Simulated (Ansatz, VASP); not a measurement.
Pd, level by level in two programs

```
Pd
1.0
     2.72684    0.00000    0.00000
    -1.36342    2.36151    0.00000
     0.00000    0.00000    4.53440
Pd
2
Direct
  0.33333 0.66667 0.25000
  0.66667 0.33333 0.75000
```

Single points on this cell with VASP 6.6.1 and Ansatz 0.2.0. Each row is one pair of runs. Alike in all rows: spin: off; k mesh: 11 × 11 × 6; smearing: fermi-dirac, width 0.05 eV.

| level | VASP's potentials, cutoff | Ansatz's potentials, cutoff | gap on the k mesh at the Fermi level (eV), VASP | gap on the k mesh at the Fermi level (eV), Ansatz | pressure (GPa), VASP | pressure (GPa), Ansatz |
| --- | --- | --- | --- | --- | --- | --- |
| LDA | VASP PAW LDA potentials, release 64 (Pd), 520 eV | Ansatz PAW, 420 eV | none | none | -5.3 | -5.6 |
| r2SCAN | VASP PAW PBE potentials, release 64 (Pd), 520 eV | Ansatz PAW, 500 eV | none | none | 6.1 | 5.3 |
| r2SCAN | VASP PAW PBE potentials, release 64 (Pd_sv_GW), 590 eV | Ansatz PAW, 500 eV | none | none | 4.0 | 5.3 |

Pressure (GPa): the two programs differ by at most 1.33.

VASP's potentials hold 20 valence electrons a cell and Ansatz's 36 in some rows, so a difference there can come from the potentials and not from the codes.

A gap of «none» marks a metal or a gap that the smearing closes.
